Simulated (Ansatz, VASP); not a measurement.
BN in VASP and in Ansatz

Contents of INCAR:

```
SYSTEM = BN
ALGO = Normal
EDIFF = 1E-7
ENCUT = 520
GGA = PS
ISIF = 2
ISMEAR = 0
LASPH = .True.
LCHARG = .True.
LELF = .True.
LREAL = .False.
LVHAR = .True.
LWAVE = .False.
NBANDS = 16
NELM = 100
PREC = Accurate
SIGMA = 0.01
```

File KPOINTS:

```
k-points
0
Gamma
  9 9 6
  0 0 0
```

POSCAR

```
BN
1.0
    2.5659661661      0.0000000000      0.0000000000
   -1.2829830830      2.2221918851      0.0000000000
    0.0000000000      0.0000000000      4.1978069383
B N
2 2
Direct
    0.3333333333      0.6666666667     -0.0003708269
    0.6666666667      0.3333333333      0.4996291731
    0.3333333333      0.6666666667      0.3743708269
    0.6666666667      0.3333333333      0.8743708269
```

Input for Ansatz:

```yaml
crystal:
  lattice:
    - [2.5659661661, 0.0, 0.0]
    - [-1.282983083, 2.2221918851, 0.0]
    - [0.0, 0.0, 4.1978069383]
  atoms:
    - { symbol: B, position: [0.3333333333, 0.6666666667, -0.0003708269] }
    - { symbol: B, position: [0.6666666667, 0.3333333333, 0.4996291731] }
    - { symbol: "N", position: [0.3333333333, 0.6666666667, 0.3743708269] }
    - { symbol: "N", position: [0.6666666667, 0.3333333333, 0.8743708269] }
basis:
  ecutwfc: 600.0
kpoints:
  mp_grid: { grid: [9, 9, 6] }
  band_path:
    path:
      - [0.0, 0.0, 0.0]
      - [0.0, 0.0, 0.0]
      - [0.0, 0.0, 0.0]
      - [0.0, 0.0, 0.0]
      - [0.0, 0.0, 0.0]
      - [0.0, 0.0, 0.0]
      - [0.0, 0.0, 0.0]
      - [0.0, 0.0, 0.0]
      - [0.0, 0.0, 0.0]
      - [0.0, 0.0, 0.0]
      - [0.0, 0.0, 0.0]
      - [0.0, 0.0, 0.0]
      - [0.0, 0.0, 0.0]
      - [0.0, 0.0, 0.0]
      - [0.0, 0.0, 0.0]
      - [0.0, 0.0, 0.0]
      - [0.0, 0.0, 0.0]
      - [0.0, 0.0, 0.0]
      - [0.0, 0.0, 0.0]
      - [0.0, 0.0, 0.0]
      - [0.0, 0.0, 0.0]
      - [0.0, 0.0, 0.0]
      - [0.0, 0.0, 0.0]
      - [0.0, 0.0, 0.0]
      - [0.0, 0.0, 0.0]
      - [0.0, 0.0, 0.0]
      - [0.3, 0.0, 0.0]
      - [0.3166666667, 0.0, 0.0]
      - [0.3333333333, 0.0, 0.0]
      - [0.35, 0.0, 0.0]
      - [0.3666666667, 0.0, 0.0]
      - [0.3833333333, 0.0, 0.0]
      - [0.4, 0.0, 0.0]
      - [0.4166666667, 0.0, 0.0]
      - [0.4333333333, 0.0, 0.0]
      - [0.45, 0.0, 0.0]
      - [0.4666666667, 0.0, 0.0]
      - [0.4833333333, 0.0, 0.0]
      - [0.5, 0.0, 0.0]
      - [0.5, 0.0, 0.0]
      - [0.5, 0.0, 0.0416666667]
      - [0.5, 0.0, 0.0833333333]
      - [0.5, 0.0, 0.125]
      - [0.5, 0.0, 0.1666666667]
      - [0.5, 0.0, 0.2083333333]
      - [0.5, 0.0, 0.25]
      - [0.5, 0.0, 0.2916666667]
      - [0.5, 0.0, 0.3333333333]
      - [0.5, 0.0, 0.375]
      - [0.5, 0.0, 0.4166666667]
      - [0.5, 0.0, 0.4583333333]
      - [0.5, 0.0, 0.5]
      - [0.3333333333, 0.3333333333, 0.0]
      - [0.3333333333, 0.3333333333, 0.0]
      - [0.3333333333, 0.3333333333, 0.0]
      - [0.3333333333, 0.3333333333, 0.0]
      - [0.3333333333, 0.3333333333, 0.0]
      - [0.3333333333, 0.3333333333, 0.0]
      - [0.3333333333, 0.3333333333, 0.0]
      - [0.3333333333, 0.3333333333, 0.0]
      - [0.3333333333, 0.3333333333, 0.0]
      - [0.3333333333, 0.3333333333, 0.0]
      - [0.3333333333, 0.3333333333, 0.0]
      - [0.3333333333, 0.3333333333, 0.0]
      - [0.3333333333, 0.3333333333, 0.0]
      - [0.0, 0.0, 0.5]
      - [0.0, 0.0, 0.5]
      - [0.0, 0.0, 0.5]
      - [0.0, 0.0, 0.5]
      - [0.0, 0.0, 0.5]
      - [0.0, 0.0, 0.5]
      - [0.0, 0.0, 0.5]
      - [0.0, 0.0, 0.5]
      - [0.0, 0.0, 0.5]
      - [0.0, 0.0, 0.5]
      - [0.0, 0.0, 0.5]
      - [0.0, 0.0, 0.5]
      - [0.0, 0.0, 0.5]
    npoints: 1
hamiltonian:
  xc: pbesol
  pseudopotentials: { kind: paw, azcp: { folder: soft_1 } }
scf:
  occupations: { method: fixed }
  n_extra_bands: 6
output:
  eigenvalues: true
```

Alike in both runs: task single point; functional PBEsol; k mesh 9 × 9 × 6; no spin polarisation.

|  | VASP | Ansatz |
| --- | --- | --- |
| version | VASP 6.6.1 | Ansatz 0.2.0 |
| potentials or method | VASP PAW PBE potentials, release 64 (B, N), cutoff 520 eV | scalar-relativistic, plane waves, PAW |
| occupations | gaussian, width 0.01 eV | fixed |
| valence electrons in the cell | 16 | 16 |

VASP gave:

```
gap on the k mesh at the Fermi level (eV) : 5.03
least direct gap on the mesh (eV)         : 8.07
```

Question: What did Ansatz give for the same quantities?

Answer: gap on the k mesh at the Fermi level (eV): 5.04; least direct gap on the mesh (eV): 8.07.

VASP's potentials were made for PBE, not for PBEsol, and Ansatz warns of the same on its side.
